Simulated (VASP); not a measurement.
Write the native input for VASP 6.6.1 that does the following.

| Property | Result |
| --- | --- |
| Task | single point |
| Functional | PBEsol |
| Potentials or basis | VASP PAW PBE potentials, release 64 (B) |
| Cutoff | 520 eV |
| k mesh | 33 × 33 × 14 |
| Occupations | gaussian, width 0.15 eV |
| Spin | no spin polarisation |
| Dipole correction | no |
| Further INCAR settings | ALGO = Normal; EDIFF = 1e-07; NBANDS = 8 |

The structure of B lies in POSCAR:

```
B
1.0
    1.7279700794      0.0000000000      0.0000000000
   -0.8639850397      1.4964659858      0.0000000000
    0.0000000000      0.0000000000      3.5263601645
B
1
Direct
    0.0000000000      0.0000000000      0.0000000000
```

This cell differs from its parent crystal: strain +0.015 along x and y, -0.030 along z.

The input as run:

INCAR

```
SYSTEM = B
PREC = Accurate ; ENCUT = 520
EDIFF = 1E-7 ; ISMEAR = 0
SIGMA = 0.15 ; LREAL = .False.
LASPH = .True. ; NELM = 60
ALGO = Normal ; ISIF = 2
LWAVE = .False. ; LCHARG = .True.
GGA = PS ; LELF = .True.
LVHAR = .True. ; NBANDS = 8
```

KPOINTS

```
regular mesh
0
Gamma
  33 33 14
  0 0 0
```

Potentials or basis: VASP PAW PBE potentials, release 64 (B).

Command:

```console
$ cat potpaw_PBE.64/B/POTCAR > POTCAR
$ mpirun -np 1 vasp_std > vasp.out
```

It gave:

```
Pressure : -6.2 GPa
```

Caveat: the cell differs from its parent crystal (strain +0.015 along x and y, -0.030 along z); the PAW data sets were made with another functional, which shifts forces and pressure a little.

Run time: 25 s on 1 thread of Intel Xeon 6975P-C (shared host), peak memory 0.16 GiB.
